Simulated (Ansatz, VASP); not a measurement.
## One calculation of Sb, two programs

```
Sb
1.0
     2.15074    1.24173    3.70751
    -2.15074    1.24173    3.70751
     0.00000   -2.48347    3.70751
Sb
2
Direct
  0.23483 0.23483 0.23483
  0.76517 0.76517 0.76517
```

Alike in both runs: task single point; functional r2SCAN; dispersion D3(BJ); k mesh 12 × 12 × 12; occupations fermi-dirac, width 0.1 eV; no spin polarisation.

|  | VASP | Ansatz |
| --- | --- | --- |
| version | VASP 6.6.1 | Ansatz 0.2.0 |
| potentials or method | VASP PAW PBE potentials, release 64 (Sb), cutoff 520 eV | scalar-relativistic, plane waves, PAW |
| valence electrons in the cell | 10 | 30 |

|  | VASP | Ansatz | Ansatz less VASP |
| --- | --- | --- | --- |
| gap on the k mesh at the Fermi level (eV) | none | none | - |
| pressure (GPa) | 1.1 | 1.0 | -0.13 |
| rms of the force components (eV/Å) | 0.030 | 0.001 | -0.0287 |

VASP's potentials were made for PBE, not for r2SCAN. Atom by atom the forces differ by 0.031 eV/Å (rms over components). A gap of «none» marks a metal or a gap that the smearing closes. VASP's potentials hold 10 valence electrons a cell and Ansatz's 30, so a difference there can come from the potentials and not from the codes. Ansatz's warnings: dispersion damping borrowed.

Spin-orbit coupling is off throughout.
